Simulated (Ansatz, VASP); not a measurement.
Hg: VASP beside Ansatz

```
Hg
1.0
     3.09995    0.00000    0.00000
    -1.54998    2.68464    0.00000
     0.00000    0.00000    5.53301
Hg
2
Cartesian
  0.0000 1.7898 1.3833
  1.5500 0.8949 4.1498
```

Alike in both runs: task relaxation of cell and atoms; functional PBEsol; k mesh 18 × 18 × 8; occupations gaussian, width 0.1 eV; no spin polarisation.

|  | VASP | Ansatz |
| --- | --- | --- |
| version | VASP 6.6.1 | Ansatz 0.2.0 |
| potentials or method | VASP PAW PBE potentials, release 64 (Hg), cutoff 500 eV | scalar-relativistic, plane waves, PAW |
| valence electrons in the cell | 24 | 40 |

|  | VASP | Ansatz | Ansatz less VASP |
| --- | --- | --- | --- |
| gap on the k mesh at the Fermi level, each at its own relaxed structure (eV) | none | none | - |
| relaxed volume (Å³/atom) | 24.41 | 23.83 | -0.576 |
| relaxed length of the cell vector where the two differ most in proportion (Å) | 4.642 | 5.164 | +0.5219 |

VASP's potentials were made for PBE, not for PBEsol. A gap of «none» marks a metal or a gap that the smearing closes. One of these differences is far larger than is usual between the two programs; its cause wasn't traced. VASP's potentials hold 24 valence electrons a cell and Ansatz's 40, so a difference there can come from the potentials and not from the codes.

Neither program's run includes spin-orbit coupling.
